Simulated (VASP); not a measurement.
# Mg2InPtC6N6 (Fm-3m) in VASP: further runs, part 2 of 3

VASP 6.6.1. Earlier steps stand in the parts before.

## (3) Single point, PBE

This run uses another cell than the first one, of 21.26 Å³/atom.

INCAR reads:

```
SYSTEM = Mg2InPtC6N6
PREC     = Accurate       ! precision mode
ENCUT    = 520            ! plane-wave cutoff, eV
EDIFF    = 1E-6           ! SCF threshold, eV
ISMEAR   = 0              ! smearing method
SIGMA    = 0.1            ! smearing width, eV
LREAL    = Auto         
LASPH    = .True.         ! aspherical terms in the spheres
NELM     = 60             ! most SCF steps
ALGO     = Normal         ! electronic algorithm
ISIF     = 2              ! what is computed and relaxed
LWAVE    = .False.        ! write WAVECAR
LCHARG   = .False.        ! write CHGCAR
GGA      = PE             ! functional
NBANDS   = 54             ! bands
```

KPOINTS reads:

```
Automatic mesh
0
Gamma
  4 4 4
  0 0 0
```

POSCAR reads:

```
Mg2InPtC6N6
1.0
    0.0000000000      5.5403680440      5.5403680440
    5.5403680440      0.0000000000      5.5403680440
    5.5403680440      5.5403680440      0.0000000000
Mg In Pt C N
2 1 1 6 6
Direct
    0.2500000000      0.2500000000      0.2500000000
    0.7500000000      0.7500000000      0.7500000000
    0.5000000000      0.5000000000      0.5000000000
    0.0000000000      0.0000000000      0.0000000000
    0.8108855644      0.1891144356      0.1891144356
    0.1891144356      0.8108855644      0.1891144356
    0.1891144356      0.1891144356      0.8108855644
    0.1891144356      0.8108855644      0.8108855644
    0.8108855644      0.1891144356      0.8108855644
    0.8108855644      0.8108855644      0.1891144356
    0.7055930410      0.2944069590      0.2944069590
    0.2944069590      0.7055930410      0.2944069590
    0.2944069590      0.2944069590      0.7055930410
    0.2944069590      0.7055930410      0.7055930410
    0.7055930410      0.2944069590      0.7055930410
    0.7055930410      0.7055930410      0.2944069590
```

Potentials or basis: VASP PAW PBE potentials, release 64 (Mg, In_d, Pt, C, N).

Run with:

```bash
$ cat potpaw_PBE.64/Mg/POTCAR potpaw_PBE.64/In_d/POTCAR potpaw_PBE.64/Pt/POTCAR potpaw_PBE.64/C/POTCAR potpaw_PBE.64/N/POTCAR > POTCAR
$ mpirun -np 1 vasp_std > vasp.out
```

OUTCAR:

```text
SYSTEM = Mg2InPtC6N6
   PREC = Accurate
   ENCUT = 520
   EDIFF = 1E-6
   ISMEAR = 0
   LREAL = Auto
   LASPH = .True.
   NELM = 60
   ISIF = 2
   GGA = PE

 ion  position               nearest neighbor table
   1  0.250  0.250  0.250-
   2  0.750  0.750  0.750-
   3  0.500  0.500  0.500-  11 2.28  12 2.28  13 2.28  14 2.28  15 2.28  16 2.28
   4  0.000  0.000  0.000-   5 2.10   6 2.10   7 2.10   8 2.10   9 2.10  10 2.10
   5  0.811  0.189  0.189-  11 1.17   4 2.10
   6  0.189  0.811  0.189-  12 1.17   4 2.10
   7  0.189  0.189  0.811-  13 1.17   4 2.10
   8  0.189  0.811  0.811-  14 1.17   4 2.10
   9  0.811  0.189  0.811-  15 1.17   4 2.10
  10  0.811  0.811  0.189-  16 1.17   4 2.10
  11  0.706  0.294  0.294-   5 1.17   3 2.28
  12  0.294  0.706  0.294-   6 1.17   3 2.28
  13  0.294  0.294  0.706-   7 1.17   3 2.28
  14  0.294  0.706  0.706-   8 1.17   3 2.28
  15  0.706  0.294  0.706-   9 1.17   3 2.28
  16  0.706  0.706  0.294-  10 1.17   3 2.28

  LATTYP: Found a face centered cubic cell.
 ALAT       =    11.0807360880

  Lattice vectors:

 A1 = (   0.0000000000,   5.5403680440,   5.5403680440)
 A2 = (   5.5403680440,   0.0000000000,   5.5403680440)
 A3 = (   5.5403680440,   5.5403680440,   0.0000000000)

Analysis of symmetry for initial positions (statically):
=====================================================================
 Subroutine PRICEL returns:
 Original cell was already a primitive cell.

 Routine SETGRP: Setting up the symmetry group for a
 face centered cubic supercell.

 Subroutine GETGRP returns: Found 48 space group operations
 (whereof 48 operations were pure point group operations)
 out of a pool of 48 trial point group operations.

The static configuration has the point symmetry O_h .

Analysis of symmetry for dynamics (positions and initial velocities):
[... 145 lines left out ...]
  Thomas-Fermi vector in A             =   2.147985
   LORBIT       =      0    0 simple, 1 ext, 2 COOP (PROOUT), +10 PAW based schemes
   GGA     = PE    functional components
   LHFCALC =     F    Hartree Fock is set to
   AEXX    =    0.0000 exact exchange contribution
   IVDW    =     0    specifies the selected vdW correction
   LEPSILON=     F    determine dielectric tensor
   LRPA    =     F    only Hartree local field effects (RPA)
 non-spin polarized calculation
 Gauss-broadening in eV      SIGMA  =   0.10
  energy-cutoff  :      520.00
  volume of cell :      340.13
 maximum number of plane-waves:      9257
 NGX is ok and might be reduce to    60
   NGX = 29   NGY = 29   NGZ = 29

 number of electron      81.0000003 magnetization

 Free energy of the ion-electron system (eV)
  ---------------------------------------------------
  ext. energy  EPLUGINS =         0.00000000
  ---------------------------------------------------
  free energy    TOTEN  =      -107.61894300 eV

  energy without entropy =     -107.59885086  energy(sigma->0) =     -107.60889693

 E-fermi :   1.9939     XC(G=0):  -7.5668

 val. band max:        1.9162013461   @ k =   0.5000   0.2500   0.0000
 cond. band min:       2.0392676973   @ k =   0.2500   0.2500   0.0000
 fundamental gap:      0.1230663512
 Fermi energy:         1.9939401743

 k-point     1 :       0.0000    0.0000    0.0000
  band No.  band energies     occupation
      1     -18.2338      2.00000
      2     -18.0834      2.00000
      3     -18.0834      2.00000
      4     -18.0777      2.00000
      5     -18.0777      2.00000
      6     -18.0777      2.00000
[... 429 lines left out ...]
     51       4.0358      0.00000
     52       4.0806      0.00000
 [bands above 52 left out]

------------------------ aborting loop because EDIFF is reached ----------------------------------------

  FORCE on cell =-STRESS in cart. coord.  units (eV):
  Direction    XX          YY          ZZ          XY          YZ          ZX
  --------------------------------------------------------------------------------------
  -------------------------------------------------------------------------------------
  Total        0.7512536      0.7512536      0.7512536     -0.0000000      0.0000000     -0.0000000
  in kB        3.5387617      3.5387617      3.5387617     -0.0000000      0.0000000     -0.0000000
  external PRESSURE =       3.5387617 kB  Pullay stress =       0.0000000 kB

 VOLUME and BASIS-vectors are now :
 -----------------------------------------------------------------------------
  energy-cutoff  :      520.00
  volume of cell :      340.13
      direct lattice vectors                 reciprocal lattice vectors
     0.000000000  5.540368044  5.540368044    -0.090246712  0.090246712  0.090246712
     5.540368044  0.000000000  5.540368044     0.090246712 -0.090246712  0.090246712
     5.540368044  5.540368044  0.000000000     0.090246712  0.090246712 -0.090246712

 POSITION                                       TOTAL-FORCE (eV/Angst)
 -----------------------------------------------------------------------------------
      2.77018      2.77018      2.77018         0.000000     -0.000000     -0.000000
      8.31055      8.31055      8.31055         0.000000      0.000000      0.000000
      5.54037      5.54037      5.54037         0.000000      0.000000      0.000000
      0.00000      0.00000      0.00000         0.000000      0.000000      0.000000
      2.09553      5.54037      5.54037        -0.409410      0.000000      0.000000
      5.54037      2.09553      5.54037         0.000000     -0.409410      0.000000
[... 8 lines left out ...]
      5.54037      7.81849      5.54037         0.000000     -0.379617      0.000000
      5.54037      5.54037      7.81849         0.000000      0.000000     -0.379617
 -----------------------------------------------------------------------------------
    total drift:                                0.000000      0.000000      0.000000

  FREE ENERGIE OF THE ION-ELECTRON SYSTEM (eV)
  ---------------------------------------------------
  free  energy   TOTEN  =      -107.6189429952 eV

  energy  without entropy=     -107.5988508627  energy(sigma->0) =     -107.60889693
```

OSZICAR:

```text
N       E                     dE             d eps       ncg     rms          rms(c)
DAV:   1     0.625896375142E+03    0.62590E+03   -0.34532E+04   864   0.133E+03
DAV:   2    -0.247782554972E+02   -0.65067E+03   -0.61191E+03  1054   0.319E+02
DAV:   3    -0.118030503342E+03   -0.93252E+02   -0.91884E+02  1036   0.136E+02
[... 13 lines left out ...]
DAV:  17    -0.107618945821E+03    0.74322E-04   -0.22612E-04  1118   0.658E-02    0.186E-02
DAV:  18    -0.107618945421E+03    0.40035E-06   -0.39922E-05  1210   0.278E-02    0.132E-02
DAV:  19    -0.107618944297E+03    0.11239E-05   -0.29878E-06   892   0.783E-03    0.958E-03
DAV:  20    -0.107618943128E+03    0.11691E-05   -0.38426E-06   986   0.980E-03    0.345E-03
DAV:  21    -0.107618942995E+03    0.13272E-06   -0.45896E-07   676   0.355E-03
   1 F= -.10761894E+03 E0= -.10760890E+03  d E =-.200921E-01
```

stdout:

```text
POSCAR found type information on POSCAR MgInPtC N
 POSCAR found :  5 types and      16 ions
 scaLAPACK will be used
 LDA part: xc-table for (Slater+PW92), standard interpolation
 POSCAR, INCAR and KPOINTS ok, starting setup
 FFT: planning ... GRIDC
 FFT: planning ... GRID_SOFT
 FFT: planning ... GRID
 WAVECAR not read
 entering main loop
```

It took 5.3 min on 1 thread of Intel Xeon Platinum 8488C (Sapphire Rapids), shared host; peak memory 0.55 GiB.

Results:

```
Free energy            : -107.6189 eV
Pressure               : 0.4 GPa
Largest force          : 0.409 eV/Å
Band gap on the k mesh : zero (an odd number of electrons rules out a gap without spin polarisation)
```

Forces in eV/Å, atoms in the order of the input:
```
Mg   0.000  0.000  0.000
Mg   0.000  0.000  0.000
In   0.000  0.000  0.000
Pt   0.000  0.000  0.000
C   -0.409  0.000  0.000
C    0.000 -0.409  0.000
C    0.000  0.000 -0.409
C    0.409  0.000  0.000
C    0.000  0.409  0.000
C    0.000  0.000  0.409
N    0.380  0.000  0.000
N    0.000  0.380  0.000
N    0.000  0.000  0.380
N   -0.380  0.000  0.000
N    0.000 -0.380  0.000
N    0.000  0.000 -0.380
```

Caveat: spin-orbit coupling is left out, which moves the levels of the heavy elements.

## (4) Single point, PBE

This run uses another cell than the first one, of 21.33 Å³/atom.

INCAR reads:

```
SYSTEM = Mg2InPtC6N6
  ALGO = Normal
  EDIFF = 1E-6
  ENCUT = 520
  GGA = PE
  ISIF = 2
  ISMEAR = 0
  LASPH = .True.
  LCHARG = .False.
  LREAL = Auto
  LWAVE = .False.
  NBANDS = 54
  NELM = 80
  PREC = Accurate
  SIGMA = 0.1
```

KPOINTS reads:

```
k-points
0
Gamma
  6 6 6
  0 0 0
```

POSCAR reads:

```
Mg2InPtC6N6
1.0
    0.0000000000      5.5463157599      5.5463157599
    5.5463157599      0.0000000000      5.5463157599
    5.5463157599      5.5463157599      0.0000000000
Mg In Pt C N
2 1 1 6 6
Direct
    0.2500000000      0.2500000000      0.2500000000
    0.7500000000      0.7500000000      0.7500000000
    0.5000000000      0.5000000000      0.5000000000
    0.0000000000      0.0000000000      0.0000000000
    0.8113943537      0.1886056463      0.1886056463
    0.1886056463      0.8113943537      0.1886056463
    0.1886056463      0.1886056463      0.8113943537
    0.1886056463      0.8113943537      0.8113943537
    0.8113943537      0.1886056463      0.8113943537
    0.8113943537      0.8113943537      0.1886056463
    0.7062213250      0.2937786750      0.2937786750
    0.2937786750      0.7062213250      0.2937786750
    0.2937786750      0.2937786750      0.7062213250
    0.2937786750      0.7062213250      0.7062213250
    0.7062213250      0.2937786750      0.7062213250
    0.7062213250      0.7062213250      0.2937786750
```

Run with:

```bash
$ cat potpaw_PBE.64/Mg/POTCAR potpaw_PBE.64/In_d/POTCAR potpaw_PBE.64/Pt/POTCAR potpaw_PBE.64/C/POTCAR potpaw_PBE.64/N/POTCAR > POTCAR
$ mpirun -np 1 vasp_std > vasp.out
```

Run time: 8.2 min. Hardware: 1 thread of Intel Xeon Platinum 8488C (Sapphire Rapids), shared host; peak memory 0.61 GiB.

It converged, with:

```
Free energy            : -107.6198 eV
Pressure               : 0.3 GPa
Largest force          : 0.408 eV/Å
Band gap on the k mesh : zero (an odd number of electrons rules out a gap without spin polarisation)
```

Forces on the atoms (eV/Å):
```
Mg   0.000  0.000  0.000
Mg   0.000  0.000  0.000
In   0.000  0.000  0.000
Pt   0.000  0.000  0.000
C   -0.402  0.000  0.000
C    0.000 -0.402  0.000
C    0.000  0.000 -0.402
C    0.402  0.000  0.000
C    0.000  0.402  0.000
C    0.000  0.000  0.402
N    0.408  0.000  0.000
N    0.000  0.408  0.000
N    0.000  0.000  0.408
N   -0.408  0.000  0.000
N    0.000 -0.408  0.000
N    0.000  0.000 -0.408
```

Levels at points of the mesh, in eV from the Fermi level:
| k point | band 37 | band 38 | band 39 | band 40 | band 41 | band 42 | band 43 | band 44 |
| --- | --- | --- | --- | --- | --- | --- | --- | --- |
| (0.00, 0.00, 0.00) | -5.32 | -5.32 | -1.47 | -0.78 | 0.34 | 0.34 | 1.00 | 1.40 |
| (0.50, 0.00, 0.00) | -5.12 | -5.12 | -0.88 | -0.86 | 0.20 | 0.20 | 0.98 | 1.48 |
| (0.50, 0.50, 0.00) | -4.95 | -4.95 | -0.85 | -0.64 | -0.32 | 0.38 | 1.30 | 1.42 |

Caveat: spin-orbit coupling is left out, which moves the levels of the heavy elements.

(Part 2 of 3 ends here.)

The gap in the log of VASP goes by the Fermi energy; the results here count the filled bands.